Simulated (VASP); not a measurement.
# TiO2 in VASP: further runs

TiO2 is run at these levels: PBE+U; tasks: single point.

All numbers are computed with VASP 6.6.1; they aren't measurements. Logs are shortened: lines on timing, memory, paths and dates and some standing lists are left out, and cuts for length are marked.

## Step 1: The cell of the first run

The typed cell holds 6 atoms: a = 3.858 Å, b = 3.858 Å, c = 5.644 Å, α = 109.98°, β = 109.98°, γ = 90.00°.

## Step 2: Single point, PBE+U (atoms shifted along a free coordinate)

File INCAR:

```
PREC     = Accurate       # precision mode
ENCUT    = 520            # plane-wave cutoff, eV
EDIFF    = 1E-7           # SCF threshold, eV
ISMEAR   = 0              # smearing method
SIGMA    = 0.05           # smearing width, eV
LREAL    = False          # projectors in reciprocal space
LASPH    = True           # aspherical terms in the spheres
NELM     = 150            # most SCF steps
ALGO     = Normal         # electronic algorithm
ISIF     = 2              # what is computed and relaxed
LWAVE    = False          # write WAVECAR
LCHARG   = False          # write CHGCAR
LMAXMIX  = 4              # l up to which the mixer works
LDAU     = True           # DFT+U
LDAUTYPE = 2            
LDAUL    = 2 -1           # shell
LDAUU    = 4 0            # U, eV
LDAUJ    = 0 0          
LDAUPRINT= 1            
GGA      = PE             # functional
NBANDS   = 33             # bands
```

File KPOINTS:

```
regular mesh
0
Gamma
  6 6 6
```

File POSCAR:

```
TiO2
1.0
    2.7277841265     -2.7278599281     -0.0203548313
    2.7277841265      2.7278599281     -0.0203548313
   -2.6907787541      0.0000000000      4.9617445611
Ti O
2 4
Direct
    0.1250069486      0.8749930514      0.2500000000
    0.8749930514      0.1250069486      0.7500000000
    0.3210199348      0.0710432101      0.6420495915
    0.6789800652      0.9289567899      0.3579504085
    0.9289567899      0.6789800652      0.8579504085
    0.0710432101      0.3210199348      0.1420495915
```

Potentials or basis: VASP PAW PBE potentials, release 64 (Ti_sv, O).

Started as:

```sh
$ cat potpaw_PBE.64/Ti_sv/POTCAR potpaw_PBE.64/O/POTCAR > POTCAR
$ mpirun -np 1 vasp_std > vasp.out
```

OUTCAR:

```text
PREC = Accurate
   ENCUT = 520
   EDIFF = 1E-7
   ISMEAR = 0
   LREAL = False
   LASPH = True
   NELM = 150
   ISIF = 2
   GGA = PE

 ion  position               nearest neighbor table
   1  0.125  0.875  0.250-   3 1.94   5 1.94   4 2.00   6 2.00   4 2.00   6 2.00
   2  0.875  0.125  0.750-   4 1.94   6 1.94   5 2.00   3 2.00   5 2.00   3 2.00
   3  0.321  0.071  0.642-   1 1.94   2 2.00   2 2.00
   4  0.679  0.929  0.358-   2 1.94   1 2.00   1 2.00
   5  0.929  0.679  0.858-   1 1.94   2 2.00   2 2.00
   6  0.071  0.321  0.142-   2 1.94   1 2.00   1 2.00

  LATTYP: Found a base centered monoclinic cell.
 ALAT       =     5.4557201394
 B/A-ratio  =     0.9999999481
 C/A-ratio  =     1.0345830161
 COS(beta)  =    -0.4832630161

  Lattice vectors:

 A1 = (   2.7277841265,  -2.7278599281,  -0.0203548313)
 A2 = (   2.7277841265,   2.7278599281,  -0.0203548313)
 A3 = (  -2.6907787541,   0.0000000000,   4.9617445611)

Analysis of symmetry for initial positions (statically):
=====================================================================
 Subroutine PRICEL returns:
 Original cell was already a primitive cell.

 Routine SETGRP: Setting up the symmetry group for a
 base centered monoclinic supercell.

 Subroutine GETGRP returns: Found  4 space group operations
 (whereof  2 operations were pure point group operations)
 out of a pool of  4 trial point group operations.

The static configuration has the point symmetry S_2 .
 The point group associated with its full space group is C_2h.

Analysis of symmetry for dynamics (positions and initial velocities):
=====================================================================
 Subroutine PRICEL returns:
 Original cell was already a primitive cell.

 Routine SETGRP: Setting up the symmetry group for a
 base centered monoclinic supercell.

 Subroutine GETGRP returns: Found  4 space group operations
 (whereof  2 operations were pure point group operations)
 out of a pool of  4 trial point group operations.

The dynamic configuration has the point symmetry S_2 .
 The point group associated with its full space group is C_2h.

 Subroutine INISYM returns: Found  4 space group operations
 (whereof  2 operations are pure point group operations),
 and found     1 'primitive' translations

----------------------------------------------------------------------------------------

                                     Primitive cell

  volume of cell :      73.5420

  direct lattice vectors                    reciprocal lattice vectors
     2.727784127 -2.727859928 -0.020354831     0.184043732 -0.183293869  0.099807831
     2.727784127  2.727859928 -0.020354831     0.184043732  0.183293869  0.099807831
    -2.690778754  0.000000000  4.961744561     0.001510025  0.000000000  0.202360910

  length of vectors
     3.857776607  3.857776607  5.644395397     0.278263079  0.278263079  0.202366544

  position of ions in fractional coordinates (direct lattice)
     0.125006949  0.874993051  0.250000000
     0.874993051  0.125006949  0.750000000
     0.321019935  0.071043210  0.642049591
     0.678980065  0.928956790  0.357950409
     0.928956790  0.678980065  0.857950409
     0.071043210  0.321019935  0.142049591

  ion indices of the primitive-cell ions
   primitive index   ion index
                 1           1
                 2           2
                 3           3
[... 103 lines left out ...]
   J (eV)           for each species LDAUJ =   0.0  0.0
   GGA     = PE    functional components
   LHFCALC =     F    Hartree Fock is set to
   AEXX    =    0.0000 exact exchange contribution
   IVDW    =     0    specifies the selected vdW correction
   LEPSILON=     F    determine dielectric tensor
   LRPA    =     F    only Hartree local field effects (RPA)
 non-spin polarized calculation
 Gauss-broadening in eV      SIGMA  =   0.05
  energy-cutoff  :      520.00
  volume of cell :       73.54
 maximum number of plane-waves:      2003
 NGX is ok and might be reduce to    30
   NGX = 15   NGY = 15   NGZ = 21

atom =   1  type =  1  l = 2

 onsite density matrix

spin component  1

  0.2254 -0.0009 -0.0000  0.0000 -0.0000
 -0.0009  0.1045  0.0000  0.0000  0.0000
 -0.0000  0.0000  0.2653  0.0021  0.0000
  0.0000  0.0000  0.0021  0.1045  0.0001
 -0.0000  0.0000  0.0000  0.0001  0.0894

spin component  2

  0.2254 -0.0009 -0.0000  0.0000 -0.0000
 -0.0009  0.1045  0.0000  0.0000  0.0000
 -0.0000  0.0000  0.2653  0.0021  0.0000
  0.0000  0.0000  0.0021  0.1045  0.0001
 -0.0000  0.0000  0.0000  0.0001  0.0894

 occupancies and eigenvectors

  o =  0.0894  v =  0.0000 -0.0000  0.0000 -0.0073  1.0000  0.0000  0.0000  0.0000  0.0000  0.0000      0.0000  0.0000  0.0000  0.0000  0.0000  0.0000  0.0000  0.0000  0.0000  0.0000
  o =  0.0894  v =  0.0000  0.0000  0.0000  0.0000  0.0000  0.0000 -0.0000  0.0000 -0.0073  1.0000      0.0000  0.0000  0.0000  0.0000  0.0000  0.0000  0.0000  0.0000  0.0000  0.0000
  o =  0.1045  v =  0.0000  0.0000  0.0000  0.0000  0.0000  0.0074  1.0000  0.0000 -0.0000 -0.0000      0.0000  0.0000  0.0000  0.0000  0.0000  0.0000  0.0000  0.0000  0.0000  0.0000
  o =  0.1045  v =  0.0074  1.0000  0.0000 -0.0000 -0.0000  0.0000  0.0000  0.0000  0.0000  0.0000      0.0000  0.0000  0.0000  0.0000  0.0000  0.0000  0.0000  0.0000  0.0000  0.0000
  o =  0.1045  v =  0.0000  0.0000  0.0000  0.0000  0.0000 -0.0000 -0.0000  0.0130 -0.9999 -0.0073      0.0000  0.0000  0.0000  0.0000  0.0000  0.0000  0.0000  0.0000  0.0000  0.0000
  o =  0.1045  v = -0.0000 -0.0000  0.0130 -0.9999 -0.0073  0.0000  0.0000  0.0000  0.0000  0.0000      0.0000  0.0000  0.0000  0.0000  0.0000  0.0000  0.0000  0.0000  0.0000  0.0000
  o =  0.2254  v = -1.0000  0.0074 -0.0000 -0.0000  0.0000  0.0000  0.0000  0.0000  0.0000  0.0000      0.0000  0.0000  0.0000  0.0000  0.0000  0.0000  0.0000  0.0000  0.0000  0.0000
  o =  0.2254  v =  0.0000  0.0000  0.0000  0.0000  0.0000 -1.0000  0.0074 -0.0000 -0.0000  0.0000      0.0000  0.0000  0.0000  0.0000  0.0000  0.0000  0.0000  0.0000  0.0000  0.0000
  o =  0.2654  v =  0.0000 -0.0000 -0.9999 -0.0130 -0.0000  0.0000  0.0000  0.0000  0.0000  0.0000      0.0000  0.0000  0.0000  0.0000  0.0000  0.0000  0.0000  0.0000  0.0000  0.0000
  o =  0.2654  v =  0.0000  0.0000  0.0000  0.0000  0.0000  0.0000 -0.0000 -0.9999 -0.0130 -0.0000      0.0000  0.0000  0.0000  0.0000  0.0000  0.0000  0.0000  0.0000  0.0000  0.0000

atom =   2  type =  1  l = 2

 onsite density matrix

spin component  1

  0.2254 -0.0009 -0.0000  0.0000 -0.0000
 -0.0009  0.1045  0.0000  0.0000  0.0000
 -0.0000  0.0000  0.2653  0.0021  0.0000
  0.0000  0.0000  0.0021  0.1045  0.0001
 -0.0000  0.0000  0.0000  0.0001  0.0894

spin component  2

  0.2254 -0.0009 -0.0000  0.0000 -0.0000
 -0.0009  0.1045  0.0000  0.0000  0.0000
 -0.0000  0.0000  0.2653  0.0021  0.0000
  0.0000  0.0000  0.0021  0.1045  0.0001
 -0.0000  0.0000  0.0000  0.0001  0.0894

 occupancies and eigenvectors

  o =  0.0894  v =  0.0000 -0.0000  0.0000 -0.0073  1.0000  0.0000  0.0000  0.0000  0.0000  0.0000      0.0000  0.0000  0.0000  0.0000  0.0000  0.0000  0.0000  0.0000  0.0000  0.0000
  o =  0.0894  v =  0.0000  0.0000  0.0000  0.0000  0.0000  0.0000 -0.0000  0.0000 -0.0073  1.0000      0.0000  0.0000  0.0000  0.0000  0.0000  0.0000  0.0000  0.0000  0.0000  0.0000
  o =  0.1045  v =  0.0000  0.0000  0.0000  0.0000  0.0000  0.0074  1.0000  0.0000 -0.0000 -0.0000      0.0000  0.0000  0.0000  0.0000  0.0000  0.0000  0.0000  0.0000  0.0000  0.0000
  o =  0.1045  v =  0.0074  1.0000  0.0000 -0.0000 -0.0000  0.0000  0.0000  0.0000  0.0000  0.0000      0.0000  0.0000  0.0000  0.0000  0.0000  0.0000  0.0000  0.0000  0.0000  0.0000
  o =  0.1045  v =  0.0000  0.0000  0.0000  0.0000  0.0000 -0.0000 -0.0000  0.0130 -0.9999 -0.0073      0.0000  0.0000  0.0000  0.0000  0.0000  0.0000  0.0000  0.0000  0.0000  0.0000
  o =  0.1045  v = -0.0000 -0.0000  0.0130 -0.9999 -0.0073  0.0000  0.0000  0.0000  0.0000  0.0000      0.0000  0.0000  0.0000  0.0000  0.0000  0.0000  0.0000  0.0000  0.0000  0.0000
  o =  0.2254  v = -1.0000  0.0074 -0.0000 -0.0000  0.0000  0.0000  0.0000  0.0000  0.0000  0.0000      0.0000  0.0000  0.0000  0.0000  0.0000  0.0000  0.0000  0.0000  0.0000  0.0000
  o =  0.2254  v =  0.0000  0.0000  0.0000  0.0000  0.0000 -1.0000  0.0074 -0.0000 -0.0000  0.0000      0.0000  0.0000  0.0000  0.0000  0.0000  0.0000  0.0000  0.0000  0.0000  0.0000
  o =  0.2654  v =  0.0000 -0.0000 -0.9999 -0.0130 -0.0000  0.0000  0.0000  0.0000  0.0000  0.0000      0.0000  0.0000  0.0000  0.0000  0.0000  0.0000  0.0000  0.0000  0.0000  0.0000
  o =  0.2654  v =  0.0000  0.0000  0.0000  0.0000  0.0000  0.0000 -0.0000 -0.9999 -0.0130 -0.0000      0.0000  0.0000  0.0000  0.0000  0.0000  0.0000  0.0000  0.0000  0.0000  0.0000

 number of electron      48.0000002 magnetization

 Free energy of the ion-electron system (eV)
  ---------------------------------------------------
  ext. energy  EPLUGINS =         0.00000000
  ---------------------------------------------------
  free energy    TOTEN  =       -48.25573319 eV

  energy without entropy =      -48.25573319  energy(sigma->0) =      -48.25573319

 E-fermi :   3.2033     XC(G=0): -10.3076

 val. band max:        2.9492004582   @ k =   0.0000   0.0000   0.5000
 cond. band min:       5.6726793043   @ k =   0.0000   0.0000   0.0000
 fundamental gap:      2.7234788460
 Fermi energy:         3.2032890077

 k-point     1 :       0.0000    0.0000    0.0000
  band No.  band energies     occupation
      1     -54.5613      2.00000
      2     -54.5205      2.00000
      3     -30.9100      2.00000
      4     -30.7173      2.00000
      5     -30.7173      2.00000
      6     -30.6659      2.00000
[... 853 lines left out ...]
     32       8.7085      0.00000
     33       8.8678      0.00000

 [... further k-points ...]
[... 5 lines left out ...]
  --------------------------------------------------------------------------------------
  -------------------------------------------------------------------------------------
  Total       -0.5111264     -0.5120875      5.8217763      0.0000000      0.0000000      0.0474246
  in kB      -11.1353387    -11.1562775    126.8325317      0.0000000      0.0000000      1.0331857
  external PRESSURE =      34.8469718 kB  Pullay stress =       0.0000000 kB

 VOLUME and BASIS-vectors are now :
 -----------------------------------------------------------------------------
  energy-cutoff  :      520.00
  volume of cell :       73.54
      direct lattice vectors                 reciprocal lattice vectors
     2.727784127 -2.727859928 -0.020354831     0.184043732 -0.183293869  0.099807831
     2.727784127  2.727859928 -0.020354831     0.184043732  0.183293869  0.099807831
    -2.690778754  0.000000000  4.961744561     0.001510025  0.000000000  0.202360910

 POSITION                                       TOTAL-FORCE (eV/Angst)
 -----------------------------------------------------------------------------------
      2.05509      2.04586      1.22008        -0.000000     -0.000122      0.000000
      0.70970     -2.04586      3.70095        -0.000000      0.000122      0.000000
     -0.65815     -0.68190      3.17771         0.011960      0.000006      1.569996
      3.42294      0.68190      1.74333        -0.011960     -0.000006     -1.569996
      2.07755     -0.68190      4.22420        -0.011960      0.000006     -1.569996
      0.68724      0.68190      0.69683         0.011960     -0.000006      1.569996
 -----------------------------------------------------------------------------------
    total drift:                               -0.000000     -0.000000      0.000000

  FREE ENERGIE OF THE ION-ELECTRON SYSTEM (eV)
  ---------------------------------------------------
  free  energy   TOTEN  =       -48.2557331919 eV

  energy  without entropy=      -48.2557331919  energy(sigma->0) =      -48.25573319
```

Run time: 1.8 min. Hardware: 1 thread of Intel Xeon 6975P-C (Granite Rapids), shared host; peak memory 0.26 GiB.

What came out:

| Property | Result |
| --- | --- |
| Free energy | -48.2557 eV |
| Pressure | 3.5 GPa |
| Largest force | 1.570 eV/Å |
| Band gap on the k mesh | 2.72 eV (least direct gap 2.93 eV) |

Forces on the atoms (eV/Å):
```
Ti   0.000  0.000  0.000
Ti   0.000  0.000  0.000
O    0.012  0.000  1.570
O   -0.012  0.000 -1.570
O   -0.012  0.000 -1.570
O    0.012  0.000  1.570
```

Eigenvalues of the final occupation matrices:
| site | spin | trace | eigenvalues |
| --- | --- | --- | --- |
| site 1 d | 1 | 0.79 | 0.09 0.10 0.10 0.23 0.27 |
| site 1 d | 2 | 0.79 | 0.09 0.10 0.10 0.23 0.27 |
| site 2 d | 1 | 0.79 | 0.09 0.10 0.10 0.23 0.27 |
| site 2 d | 2 | 0.79 | 0.09 0.10 0.10 0.23 0.27 |

Caveat: the cell differs from its parent crystal (atoms shifted along a free coordinate); the stress differs along the axes, from -1 to 13 GPa; forces of over 1 eV/Å act on the atoms, so gaps and moduli don't describe the material at rest.

## Step 3: Single point, PBE+U

File INCAR:

```
ALGO     = Normal         # electronic algorithm
EDIFF    = 1E-6           # SCF threshold, eV
ENCUT    = 520            # plane-wave cutoff, eV
GGA      = PE             # functional
ISIF     = 2              # what is computed and relaxed
ISMEAR   = 0              # smearing method
LASPH    = T              # aspherical terms in the spheres
LCHARG   = F              # write CHGCAR
LDAU     = T              # DFT+U
LDAUJ    = 0 0          
LDAUL    = 2 -1           # shell
LDAUPRINT= 1            
LDAUTYPE = 2            
LDAUU    = 4 0            # U, eV
LMAXMIX  = 4              # l up to which the mixer works
LREAL    = F              # projectors in reciprocal space
LWAVE    = F              # write WAVECAR
NBANDS   = 33             # bands
NELM     = 150            # most SCF steps
PREC     = Accurate       # precision mode
SIGMA    = 0.05           # smearing width, eV
```

File KPOINTS:

```
k-points
0
Gamma
  6 6 6
```

File POSCAR:

```
TiO2
1.0
    2.7277841265     -2.7278599281     -0.0203548313
    2.7277841265      2.7278599281     -0.0203548313
   -2.6907787541      0.0000000000      4.9617445611
Ti O
2 4
Direct
    0.1250069486      0.8749930514      0.2500000000
    0.8749930514      0.1250069486      0.7500000000
    0.3302226688      0.0802459441      0.6604550595
    0.6697773312      0.9197540559      0.3395449405
    0.9197540559      0.6697773312      0.8395449405
    0.0802459441      0.3302226688      0.1604550595
```

Potentials or basis: VASP PAW PBE potentials, release 64 (Ti_sv, O).

Started as:

```sh
$ cat potpaw_PBE.64/Ti_sv/POTCAR potpaw_PBE.64/O/POTCAR > POTCAR
$ mpirun -np 1 vasp_std > vasp.out
```

Wall time 2 min (1 thread of Intel Xeon 6975P-C (Granite Rapids), shared host); peak memory 0.26 GiB.

Results (log left out):

```
Free energy            : -48.5168 eV
Pressure               : -2.2 GPa
Largest force          : 0.020 eV/Å
Band gap on the k mesh : 2.63 eV (least direct gap 2.87 eV)
```

Forces in eV/Å, atoms in the order of the input:
```
Ti   0.000  0.000  0.000
Ti   0.000  0.000  0.000
O    0.000  0.000 -0.020
O    0.000  0.000  0.020
O    0.000  0.000  0.020
O    0.000  0.000 -0.020
```

Stress tensor (GPa, compression positive):
```
-1.76  0.00 -0.01
 0.00 -1.76  0.00
-0.01  0.00 -3.03
```

Levels at points of the mesh, in eV from the valence-band top:
```csv
k point,band 21,band 22,band 23,band 24,band 25,band 26,band 27,band 28
"(0.00, 0.00, 0.00)",-0.73,-0.73,-0.30,-0.30,2.63,3.26,4.27,4.27
"(0.50, 0.00, 0.00)",-1.61,-0.86,-0.73,-0.62,3.59,3.75,3.86,3.88
"(0.50, 0.50, 0.00)",-1.80,-1.80,0.00,0.00,3.59,3.59,3.99,3.99
"(0.00, 0.00, 0.50)",-1.18,-1.18,-0.05,-0.05,2.93,2.93,4.09,4.09
"(0.50, 0.00, 0.50)",-1.61,-0.86,-0.73,-0.62,3.59,3.75,3.86,3.88
"(0.50, 0.50, 0.50)",-1.80,-1.80,0.00,0.00,3.59,3.59,3.99,3.99
```

Eigenvalues of the final occupation matrices:
| site | spin | trace | eigenvalues |
| --- | --- | --- | --- |
| site 1 d | 1 | 0.78 | 0.10 0.10 0.10 0.24 0.24 |
| site 1 d | 2 | 0.78 | 0.10 0.10 0.10 0.24 0.24 |
| site 2 d | 1 | 0.78 | 0.10 0.10 0.10 0.24 0.24 |
| site 2 d | 2 | 0.78 | 0.10 0.10 0.10 0.24 0.24 |

A k mesh can miss the band edges.

## Step 4: Single point, PBE+U (atoms shifted along a free coordinate)

File INCAR:

```
SYSTEM = TiO2
  ALGO = Normal
  EDIFF = 1E-6
  ENCUT = 520
  GGA = PE
  ISIF = 2
  ISMEAR = 0
  LASPH = .True.
  LCHARG = .False.
  LDAU = .True.
  LDAUJ = 0 0
  LDAUL = 2 -1
  LDAUPRINT = 1
  LDAUTYPE = 2
  LDAUU = 4 0
  LMAXMIX = 4
  LREAL = .False.
  LWAVE = .False.
  NBANDS = 33
  NELM = 150
  PREC = Accurate
  SIGMA = 0.05
```

File KPOINTS:

```
k-points
0
Gamma
  6 6 6
  0 0 0
```

File POSCAR:

```
TiO2
1.0
    2.7556872760     -2.7557638530     -0.0205630457
    2.7556872760      2.7557638530     -0.0205630457
   -2.7183033669      0.0000000000      5.0124994207
Ti O
2 4
Direct
    0.1250069486      0.8749930514      0.2500000000
    0.8749930514      0.1250069486      0.7500000000
    0.3179523568      0.0679756321      0.6359144355
    0.6820476432      0.9320243679      0.3640855645
    0.9320243679      0.6820476432      0.8640855645
    0.0679756321      0.3179523568      0.1359144355
```

Started as:

```sh
$ cat potpaw_PBE.64/Ti_sv/POTCAR potpaw_PBE.64/O/POTCAR > POTCAR
$ mpirun -np 1 vasp_std > vasp.out
```

It took 1.8 min on 1 thread of Intel Xeon 6975P-C (Granite Rapids), shared host; peak memory 0.27 GiB.

It converged, with:

* Free energy: -48.0702 eV
* Pressure: 0.1 GPa
* Largest force: 1.920 eV/Å
* Band gap on the k mesh: 2.65 eV (least direct gap 2.85 eV)

Forces in eV/Å, atoms in the order of the input:
```
Ti   0.000  0.000  0.000
Ti   0.000  0.000  0.000
O    0.015  0.000  1.920
O   -0.015  0.000 -1.920
O   -0.015  0.000 -1.920
O    0.015  0.000  1.920
```

Stress tensor (GPa, compression positive):
```
-5.39  0.00  0.12
 0.00 -5.39  0.00
 0.12  0.00 11.01
```

Levels at points of the mesh, in eV from the valence-band top:
| k point | band 20 | band 21 | band 22 | band 23 | band 24 | band 25 | band 26 | band 27 | band 28 | band 29 |
| --- | --- | --- | --- | --- | --- | --- | --- | --- | --- | --- |
| (0.00, 0.00, 0.00) | -0.88 | -0.51 | -0.51 | -0.34 | -0.34 | 2.65 | 3.28 | 4.47 | 4.47 | 4.58 |
| (0.50, 0.00, 0.00) | -1.67 | -1.66 | -0.77 | -0.73 | -0.51 | 3.40 | 3.68 | 3.73 | 3.82 | 4.48 |
| (0.50, 0.50, 0.00) | -2.42 | -1.57 | -1.57 | -0.43 | -0.43 | 3.42 | 3.42 | 3.82 | 3.82 | 4.81 |
| (0.00, 0.00, 0.50) | -1.51 | -0.93 | -0.93 | 0.00 | 0.00 | 2.95 | 2.95 | 4.06 | 4.06 | 4.28 |
| (0.50, 0.00, 0.50) | -1.67 | -1.66 | -0.77 | -0.73 | -0.51 | 3.40 | 3.68 | 3.73 | 3.82 | 4.48 |
| (0.50, 0.50, 0.50) | -2.42 | -1.57 | -1.57 | -0.43 | -0.43 | 3.42 | 3.42 | 3.82 | 3.82 | 4.81 |

Eigenvalues of the final occupation matrices:
| site | spin | trace | eigenvalues |
| --- | --- | --- | --- |
| site 1 d | 1 | 0.78 | 0.08 0.11 0.11 0.22 0.27 |
| site 1 d | 2 | 0.78 | 0.08 0.11 0.11 0.22 0.27 |
| site 2 d | 1 | 0.78 | 0.08 0.11 0.11 0.22 0.27 |
| site 2 d | 2 | 0.78 | 0.08 0.11 0.11 0.22 0.27 |

Caveat: the cell differs from its parent crystal (atoms shifted along a free coordinate); the stress differs along the axes, from -5 to 11 GPa; forces of over 1 eV/Å act on the atoms, so gaps and moduli don't describe the material at rest. A k mesh can miss the band edges.

[end of part 1 of 2]
